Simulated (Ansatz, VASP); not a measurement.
**Ti: VASP beside Ansatz**

```
CELL_PARAMETERS angstrom
2.95000 -0.02950 -0.02950
-1.50055 2.56952 -0.01080
-0.04686 -0.04686 4.68600
ATOMIC_POSITIONS crystal
Ti 0.33333 0.66667 0.25000
Ti 0.66667 0.33333 0.75000
```

Change from the starting cell: equal xy, yz and zx shear strains of -2 %.

Alike in both runs: task single point; functional PBE; k mesh 13 × 13 × 7; occupations fermi-dirac, width 0.08 eV; no spin polarisation.

|  | VASP | Ansatz |
| --- | --- | --- |
| version | VASP 6.6.1 | Ansatz 0.2.0 |
| potentials or method | VASP PAW PBE potentials, release 64 (Ti_sv), cutoff 520 eV | all-electron LAPW, scalar-relativistic |

```csv
,VASP,Ansatz,Ansatz less VASP
pressure (GPa),-1.8,-1.5,+0.24
"traceless stress, the component that is largest in VASP (GPa)",1.27,1.28,+0.010
rms of the force components (eV/Å),0.032,0.032,+0.0003
```

Atom by atom the forces differ by 0.000 eV/Å (rms over components). Ansatz ran all-electron here, and VASP with PAW potentials.
